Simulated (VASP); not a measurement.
LuGeO:

```xyz
3
Lattice="3.9295 0.0000 0.0000 -1.9648 3.4031 0.0000 0.0000 0.0000 3.7894" Properties=species:S:1:pos:R:3 pbc="T T T"
Lu    1.9648    1.1344    0.0000
Ge    0.0000    0.0000    1.8947
O     0.0000    2.2687    1.8947
```

The cell was built from a structure type or drawn by symmetry, and may not be a known phase.

| Property | Result |
| --- | --- |
| Program | VASP 6.6.1 |
| Task | relaxation of cell and atoms |
| Functional | PBE |
| Potentials or basis | VASP PAW PBE potentials, release 64 (Lu, Ge_d, O) |
| Cutoff | 600 eV |
| k mesh | 12 × 12 × 12 |
| Occupations | gaussian, width 0.1 eV |
| Spin | no spin polarisation |

At the start: pressure 0.4 GPa; volume 16.89 Å³/atom.

Where does the relaxation end?

Over 12 steps the energy falls by 7.5 meV/atom and the volume is 16.72 Å³/atom (-1.0 %); space group P-6m2 (No. 187, to 0.1 Å) before and after.

The path:
| step | energy change (eV) | largest force (eV/Å) | pressure (GPa) | volume (Å³) |
| --- | --- | --- | --- | --- |
| 1 | 0.0000 | 0.0000 | 0.41 | 50.67 |
| 2 | -0.0017 | 0.0000 | -0.20 | 50.99 |
| 3 | -0.0020 | 0.0000 | -0.72 | 51.26 |
| 4 | -0.0030 | 0.0000 | -0.77 | 51.23 |
| 5 | -0.0058 | 0.0000 | -0.79 | 51.16 |
| 6 | -0.0107 | 0.0000 | -0.75 | 51.00 |
| 7 | -0.0201 | 0.0000 | -0.55 | 50.60 |
| 8 | 0.0303 | 0.0000 | 0.18 | 49.47 |
| 9 | -0.0217 | 0.0000 | -0.54 | 50.51 |
| 10 | -0.0221 | 0.0000 | -0.55 | 50.43 |
| 11 | -0.0210 | 0.0000 | 0.97 | 49.64 |
| 12 | -0.0226 | 0.0000 | 0.02 | 50.15 |

Final structure:
```
CELL_PARAMETERS angstrom
4.09491 0.00000 0.00000
-2.04745 3.54629 0.00000
0.00000 0.00000 3.45332
ATOMIC_POSITIONS crystal
Lu 0.66667 0.33333 0.00000
Ge 0.00000 0.00000 0.50000
O 0.33333 0.66667 0.50000
```

Caveat: an odd number of electrons without spin polarisation forces a metal; a magnetic or distorted state may lie lower.
